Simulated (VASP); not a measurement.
# NaCl (Fm-3m) in VASP: further runs

Aim: see how the results for NaCl move with the level of theory and the settings. Levels: r2SCANh, r2SCAN50, HF. Tasks: single point.

Program: VASP 6.6.1. These are calculated values, not measurements. Logs are shortened: lines on timing, memory, paths and dates and some standing lists are left out, and cuts for length are marked.

## Step 1: The cell of the first run

The structure is cubic, space group Fm-3m (No. 225). Conventional cell: a = 5.588 Å, b = 5.588 Å, c = 5.588 Å, α = 90.00°, β = 90.00°, γ = 90.00°. Within 3.7 Å of Cl (site symmetry m-3m) lie 6 Na at 2.79 Å. Within 3.7 Å of Na (site symmetry m-3m) lie 6 Cl at 2.79 Å.

## Step 2: Single point, r2SCANh

Contents of POSCAR:

```
NaCl
1.0
    0.0000000000      2.7940632177      2.7940632177
    2.7940632177      0.0000000000      2.7940632177
    2.7940632177      2.7940632177      0.0000000000
Cl Na
1 1
Direct
    0.5000000000      0.5000000000      0.5000000000
    0.0000000000      0.0000000000      0.0000000000
```

Contents of INCAR.step1:

```
SYSTEM = NaCl
  PREC = Accurate
  ENCUT = 520
  EDIFF = 1E-5
  ISMEAR = -1
  SIGMA = 0.05
  LREAL = .FALSE.
  LASPH = .TRUE.
  NELM = 100
  ALGO = Normal
  ISIF = 2
  LWAVE = .TRUE.
  GGA = PE
  NBANDS = 14
```

Contents of INCAR.step2:

```
SYSTEM = NaCl
  PREC = Accurate
  ENCUT = 520
  EDIFF = 1E-7
  ISMEAR = -1
  SIGMA = 0.05
  LREAL = .FALSE.
  LASPH = .TRUE.
  NELM = 100
  ALGO = Normal
  ISIF = 2
  LWAVE = .FALSE.
  LCHARG = .TRUE.
  METAGGA = R2SCAN
  LHFCALC = .TRUE.
  AEXX = 0.1
  LMIXTAU = .TRUE.
  PRECFOCK = Normal
  LELF = .TRUE.
  LVHAR = .TRUE.
  ISTART = 1
  NBANDS = 14
```

Contents of KPOINTS:

```
regular mesh
0
G
  4 4 4
  0 0 0
```

Potentials or basis: VASP PAW PBE potentials, release 64 (Cl, Na_pv).

Started as:

```console
cat potpaw_PBE.64/Cl/POTCAR potpaw_PBE.64/Na_pv/POTCAR > POTCAR
cp INCAR.step1 INCAR
mpirun -np 1 vasp_std > vasp.out
cp INCAR.step2 INCAR
mpirun -np 1 vasp_std > vasp.out
```

OUTCAR:

```text
SYSTEM = NaCl
   PREC = Accurate
   ENCUT = 520
   EDIFF = 1E-7
   ISMEAR = -1
   LREAL = .FALSE.
   LASPH = .TRUE.
   NELM = 100
   ISIF = 2
   METAGGA = R2SCAN
   LHFCALC = .TRUE.
   AEXX = 0.1
   PRECFOCK = Normal
   ISTART = 1

 ion  position               nearest neighbor table
   1  0.500  0.500  0.500-
   2  0.000  0.000  0.000-

  LATTYP: Found a face centered cubic cell.
 ALAT       =     5.5881264354

  Lattice vectors:

 A1 = (   0.0000000000,   2.7940632177,   2.7940632177)
 A2 = (   2.7940632177,   0.0000000000,   2.7940632177)
 A3 = (   2.7940632177,   2.7940632177,   0.0000000000)

Analysis of symmetry for initial positions (statically):
=====================================================================
 Subroutine PRICEL returns:
 Original cell was already a primitive cell.

 Routine SETGRP: Setting up the symmetry group for a
 face centered cubic supercell.

 Subroutine GETGRP returns: Found 48 space group operations
 (whereof 48 operations were pure point group operations)
 out of a pool of 48 trial point group operations.

The static configuration has the point symmetry O_h .

Analysis of symmetry for dynamics (positions and initial velocities):
=====================================================================
 Subroutine PRICEL returns:
 Original cell was already a primitive cell.

 Routine SETGRP: Setting up the symmetry group for a
 face centered cubic supercell.

 Subroutine GETGRP returns: Found 48 space group operations
 (whereof 48 operations were pure point group operations)
 out of a pool of 48 trial point group operations.

The dynamic configuration has the point symmetry O_h .

 Subroutine INISYM returns: Found 48 space group operations
 (whereof 48 operations are pure point group operations),
 and found     1 'primitive' translations

----------------------------------------------------------------------------------------

                                     Primitive cell

  volume of cell :      43.6253

  direct lattice vectors                    reciprocal lattice vectors
     0.000000000  2.794063218  2.794063218    -0.178950854  0.178950854  0.178950854
     2.794063218  0.000000000  2.794063218     0.178950854 -0.178950854  0.178950854
     2.794063218  2.794063218  0.000000000     0.178950854  0.178950854 -0.178950854

  length of vectors
     3.951402097  3.951402097  3.951402097     0.309951972  0.309951972  0.309951972

  position of ions in fractional coordinates (direct lattice)
     0.500000000  0.500000000  0.500000000
     0.000000000  0.000000000  0.000000000

  ion indices of the primitive-cell ions
   primitive index   ion index
                 1           1
                 2           2

----------------------------------------------------------------------------------------

 KPOINTS: regular mesh

Automatic generation of k-mesh.
 Grid dimensions read from file:
 generate k-points for:    4    4    4

 Generating k-lattice:

  Cartesian coordinates                     Fractional coordinates (reciprocal lattice)
    -0.044737714  0.044737714  0.044737714     0.250000000  0.000000000  0.000000000
     0.044737714 -0.044737714  0.044737714     0.000000000  0.250000000  0.000000000
     0.044737714  0.044737714 -0.044737714     0.000000000  0.000000000  0.250000000

  Length of vectors
     0.077487993  0.077487993  0.077487993

  Shift w.r.t. Gamma in fractional coordinates (k-lattice)
     0.000000000  0.000000000  0.000000000

 Subroutine IBZKPT returns following result:
 ===========================================

 Found      8 irreducible k-points:

 Following reciprocal coordinates:
            Coordinates               Weight
  0.000000  0.000000  0.000000      1.000000
  0.250000  0.000000  0.000000      8.000000
  0.500000  0.000000  0.000000      4.000000
  0.250000  0.250000  0.000000      6.000000
  0.500000  0.250000  0.000000     24.000000
 -0.250000  0.250000  0.000000     12.000000
  0.500000  0.500000  0.000000      3.000000
 -0.250000  0.500000  0.250000      6.000000
   k-points           NKPTS =      8   k-points in BZ     NKDIM =     64   number of bands    NBANDS=     14
   number of dos      NEDOS =    301   number of ions     NIONS =      2
   total plane-waves  NPLWV =  27000
   dimension x,y,z NGX =    30 NGY =   30 NGZ =   30
   dimension x,y,z NGXF=    60 NGYF=   60 NGZF=   60
   ions per type =               1   1
   NGX,Y,Z   is equivalent  to a cutoff of  12.62, 12.62, 12.62 a.u.
   NGXF,Y,Z  is equivalent  to a cutoff of  25.24, 25.24, 25.24 a.u.
 SYSTEM =  NaCl
   PREC   = accura    normal or accurate (medium, high low for compatibility)
   ISTART =      1    job   : 0-new  1-cont  2-samecut
   ICHARG =      0    charge: 1-file 2-atom 10-const
   ISPIN  =      1    spin polarized calculation?
   LNONCOLLINEAR =      F non collinear calculations
   LSORBIT =      F    spin-orbit coupling
   LASPH  =      T    aspherical Exc in radial PAW
   ENCUT  =  520.0 eV  38.22 Ry    6.18 a.u.   7.35  7.35  7.35*2*pi/ulx,y,z
   NELM   =    100;   NELMIN=  2; NELMDL=  0     # of ELM steps
   EDIFF  = 0.1E-06   stopping-criterion for ELM
   LREAL  =      F    real-space projection
   EDIFFG = 0.1E-05   stopping-criterion for IOM
   NSW    =      0    number of steps for IOM
   IBRION =     -1    ionic relax: 0-MD 1-quasi-New 2-CG
   NFREE  =      0    steps in history (QN), initial steepest desc. (CG)
   ISIF   =      2    stress and relaxation
   ISYM   =      3    0-nonsym 1-usesym 2-fastsym
   POTIM  = 0.5000    time-step for ionic-motion
   TEBEG  =    0.0;   TEEND  =   0.0 temperature during run
   PSTRESS=    0.0 pullay stress
   NELECT =      14.0000    total number of electrons
   NUPDOWN=      -1.0000    fix difference up-down
   EMIN   =  10.00;   EMAX   =-10.00  energy-range for DOS
   EFERMI =   0.00;   METHOD = LEGACY
   ISMEAR =    -1;   SIGMA  =   0.05  broadening in eV -4-tet -1-fermi 0-gaus
   EFERMI_NEDOS =   21; number of points for ismear=-14 and -15
   IALGO  =     38    algorithm
   IMIX   =      1    mixing-type and parameters
     AMIX     =   0.40;   BMIX     =  1.00
     AMIX_MAG =   1.60;   BMIX_MAG =  1.00
  volume/ion in A,a.u.               =      21.81       147.20
  Fermi-wavevector in a.u.,A,eV,Ry     =   1.120825  2.118053 17.092312  1.256249
  Thomas-Fermi vector in A             =   2.257475
   LORBIT       =      0    0 simple, 1 ext, 2 COOP (PROOUT), +10 PAW based schemes
   METAGGA = R2SCAN    functional components
   LHFCALC =     T    Hartree Fock is set to
   PRECFOCK=normal    Normal, Fast or Accurate (Low or Medium for compatibility)
   ENCUT4O =  -1.0   cutoff for four orbital integrals eV
   NKREDX  =     1    reduce k-point grid by
   NKREDY  =     1    reduce k-point grid by
   NKREDZ  =     1    reduce k-point grid by
   AEXX    =    0.1000 exact exchange contribution
   HFSCREEN=    0.0000 screening length (either q_TF or 0.3 A-1)
   HFSCREENC=   0.0000 screening length for correlation (either q_TF or 0.3 A-1)
   ENCUTFOCK=  -1.0 apply spherical cutoff to Coloumb kernel
   IVDW    =     0    specifies the selected vdW correction
   LEPSILON=     F    determine dielectric tensor
   LRPA    =     F    only Hartree local field effects (RPA)
 non-spin polarized calculation
  energy-cutoff  :      520.00
  volume of cell :       43.63
 maximum number of plane-waves:      1211
 NGX is ok and might be reduce to    30
  NGX = 24; NGY = 24; NGZ = 24

 number of electron      14.0000007 magnetization

 Free energy of the ion-electron system (eV)
  ---------------------------------------------------
  ext. energy  EPLUGINS =         0.00000000
  ---------------------------------------------------
  free energy    TOTEN  =       -13.73199184 eV

  energy without entropy =      -13.73199184  energy(sigma->0) =      -13.73199184

 E-fermi :  -0.3680     XC(G=0):  -8.0114

 val. band max:       -1.4965624350   @ k =   0.0000   0.0000   0.0000
 cond. band min:       5.2482783107   @ k =   0.0000   0.0000   0.0000
 fundamental gap:      6.7448407457
 Fermi energy:        -0.3680431485

 k-point     1 :       0.0000    0.0000    0.0000
  band No.  band energies     occupation
      1     -23.7273      2.00000
      2     -23.7270      2.00000
      3     -23.7270      2.00000
      4     -15.1896      2.00000
      5      -1.4966      2.00000
      6      -1.4966      2.00000
      7      -1.4966      2.00000
      8       5.2483      0.00000
      9      11.0940      0.00000
     10      11.0940      0.00000
     11      11.0940      0.00000
     12      13.4450      0.00000
     13      13.4450      0.00000
     14      14.9487      0.00000

 k-point     2 :       0.2500    0.0000    0.0000
  band No.  band energies     occupation
      1     -23.7430      2.00000
      2     -23.7282      2.00000
      3     -23.7279      2.00000
      4     -15.0043      2.00000
      5      -2.6586      2.00000
      6      -1.6526      2.00000
      7      -1.6526      2.00000
      8       6.7232      0.00000
      9      10.0587      0.00000
     10      11.4945      0.00000
     11      11.4948      0.00000
     12      13.4504      0.00000
     13      13.4505      0.00000
     14      16.2290      0.00000

 k-point     3 :       0.5000    0.0000    0.0000
  band No.  band energies     occupation
      1     -23.7588      2.00000
      2     -23.7292      2.00000
      3     -23.7289      2.00000
      4     -14.8073      2.00000
      5      -3.5695      2.00000
      6      -1.7997      2.00000
      7      -1.7997      2.00000
      8       7.2233      0.00000
      9      11.1353      0.00000
     10      11.1356      0.00000
     11      11.1522      0.00000
     12      15.4604      0.00000
     13      16.5705      0.00000
     14      16.5706      0.00000

 k-point     4 :       0.2500    0.2500    0.0000
  band No.  band energies     occupation
      1     -23.7402      2.00000
      2     -23.7314      2.00000
      3     -23.7312      2.00000
      4     -14.9595      2.00000
      5      -2.6330      2.00000
      6      -1.8463      2.00000
      7      -1.8463      2.00000
      8       7.3111      0.00000
      9       8.9487      0.00000
     10      11.1081      0.00000
     11      12.6636      0.00000
     12      12.6636      0.00000
     13      14.3137      0.00000
     14      19.5295      0.00000

 k-point     5 :       0.5000    0.2500    0.0000
  band No.  band energies     occupation
      1     -23.7499      2.00000
      2     -23.7357      2.00000
      3     -23.7324      2.00000
      4     -14.7810      2.00000
      5      -3.1964      2.00000
      6      -2.3362      2.00000
      7      -1.9837      2.00000
      8       8.2183      0.00000
      9       9.4832      0.00000
     10      10.2952      0.00000
     11      12.5095      0.00000
     12      14.5536      0.00000
     13      16.6233      0.00000
     14      17.5944      0.00000

 k-point     6 :      -0.2500    0.2500    0.0000
  band No.  band energies     occupation
      1     -23.7489      2.00000
      2     -23.7365      2.00000
      3     -23.7291      2.00000
      4     -14.8284      2.00000
      5      -3.0555      2.00000
      6      -2.3631      2.00000
      7      -1.8007      2.00000
      8       8.3658      0.00000
      9       9.6913      0.00000
     10      10.2873      0.00000
     11      12.1361      0.00000
     12      13.3304      0.00000
     13      16.2452      0.00000
     14      17.1068      0.00000

 k-point     7 :       0.5000    0.5000    0.0000
  band No.  band energies     occupation
      1     -23.7480      2.00000
      2     -23.7357      2.00000
      3     -23.7354      2.00000
      4     -14.7528      2.00000
      5      -3.3160      2.00000
      6      -2.1545      2.00000
      7      -2.1545      2.00000
      8       7.7751      0.00000
      9       7.8314      0.00000
     10      11.7120      0.00000
     11      15.4908      0.00000
     12      15.4910      0.00000
     13      15.5839      0.00000
     14      17.4320      0.00000

 k-point     8 :      -0.2500    0.5000    0.2500
  band No.  band energies     occupation
      1     -23.7419      2.00000
      2     -23.7416      2.00000
      3     -23.7379      2.00000
      4     -14.7336      2.00000
      5      -2.7978      2.00000
      6      -2.7978      2.00000
      7      -2.3108      2.00000
      8       9.1604      0.00000
      9       9.7181      0.00000
     10       9.7181      0.00000
     11      11.7073      0.00000
     12      16.3098      0.00000
     13      16.3103      0.00000
     14      16.7728      0.00000

------------------------ aborting loop because EDIFF is reached ----------------------------------------

  FORCE on cell =-STRESS in cart. coord.  units (eV):
  Direction    XX          YY          ZZ          XY          YZ          ZX
  --------------------------------------------------------------------------------------
  -------------------------------------------------------------------------------------
  Total        0.0178296      0.0178296      0.0178296     -0.0000000      0.0000000     -0.0000000
  in kB        0.6548056      0.6548056      0.6548056     -0.0000000      0.0000000     -0.0000000
  external PRESSURE =       0.6548056 kB  Pullay stress =       0.0000000 kB

 VOLUME and BASIS-vectors are now :
 -----------------------------------------------------------------------------
  energy-cutoff  :      520.00
  volume of cell :       43.63
      direct lattice vectors                 reciprocal lattice vectors
     0.000000000  2.794063218  2.794063218    -0.178950854  0.178950854  0.178950854
     2.794063218  0.000000000  2.794063218     0.178950854 -0.178950854  0.178950854
     2.794063218  2.794063218  0.000000000     0.178950854  0.178950854 -0.178950854

 POSITION                                       TOTAL-FORCE (eV/Angst)
 -----------------------------------------------------------------------------------
      2.79406      2.79406      2.79406         0.000000      0.000000     -0.000000
      0.00000      0.00000      0.00000        -0.000000     -0.000000      0.000000
 -----------------------------------------------------------------------------------
    total drift:                                0.000000      0.000000      0.000000

  FREE ENERGIE OF THE ION-ELECTRON SYSTEM (eV)
  ---------------------------------------------------
  free  energy   TOTEN  =       -13.7319918427 eV

  energy  without entropy=      -13.7319918427  energy(sigma->0) =      -13.73199184
```

Run time: 15 min. Hardware: 1 thread of Oxide Virtual Turin-like, shared host; peak memory 0.14 GiB.

What came out:

```yaml
Free_energy: -13.7320 eV
Pressure: 0.1 GPa
Band_gap_on_the_k_mesh: 6.74 eV, direct
```

Caveat: the k points lie up to 0.49 Å⁻¹ apart; the PAW data sets were made with another functional, which shifts forces and pressure a little.

## Step 3: Single point, r2SCAN50

POSCAR is that of step 2.

Contents of INCAR.step1:

```
ALGO = Normal
EDIFF = 1E-5
ENCUT = 520
GGA = PE
ISIF = 2
ISMEAR = -1
LASPH = True
LCHARG = False
LREAL = False
LWAVE = True
NBANDS = 14
NELM = 60
PREC = Accurate
SIGMA = 0.05
```

Contents of INCAR.step2:

```
AEXX = 0.5
ALGO = Normal
EDIFF = 1E-6
ENCUT = 520
ISIF = 2
ISMEAR = -1
ISTART = 1
LASPH = True
LCHARG = False
LHFCALC = True
LMIXTAU = True
LREAL = False
LWAVE = False
METAGGA = R2SCAN
NBANDS = 14
NELM = 60
PREC = Accurate
PRECFOCK = Normal
SIGMA = 0.05
```

Contents of KPOINTS:

```
k-points
0
Gamma
  4 4 4
```

Potentials or basis: VASP PAW PBE potentials, release 64 (Cl, Na_pv).

Started as:

```console
cat potpaw_PBE.64/Cl/POTCAR potpaw_PBE.64/Na_pv/POTCAR > POTCAR
cp INCAR.step1 INCAR
mpirun -np 1 vasp_std > vasp.out
cp INCAR.step2 INCAR
mpirun -np 1 vasp_std > vasp.out
```

It took 9.1 min on 1 thread of Oxide Virtual Turin-like, shared host; peak memory 0.14 GiB.

The run converged. Its results:

* Free energy: -13.5289 eV
* Pressure: -0.3 GPa
* Band gap on the k mesh: 9.60 eV, direct

Levels at points of the mesh, in eV from the valence-band top:
```
           k point  band 3  band 4  band 5  band 6  band 7  band 8  band 9  band 10  band 11  band 12
(0.00, 0.00, 0.00)  -25.27  -15.31    0.00    0.00    0.00    9.60   15.81    15.81    15.81    18.42
(0.50, 0.00, 0.00)  -25.27  -14.88   -2.32   -0.33   -0.33   11.63   15.82    15.82    15.85    20.08
(0.50, 0.50, 0.00)  -25.28  -14.81   -2.05   -0.75   -0.75   12.28   12.29    16.36    20.23    20.23
```

Caveat: the k points lie up to 0.49 Å⁻¹ apart; the PAW data sets were made with another functional, which shifts forces and pressure a little.

[end of part 1 of 2]
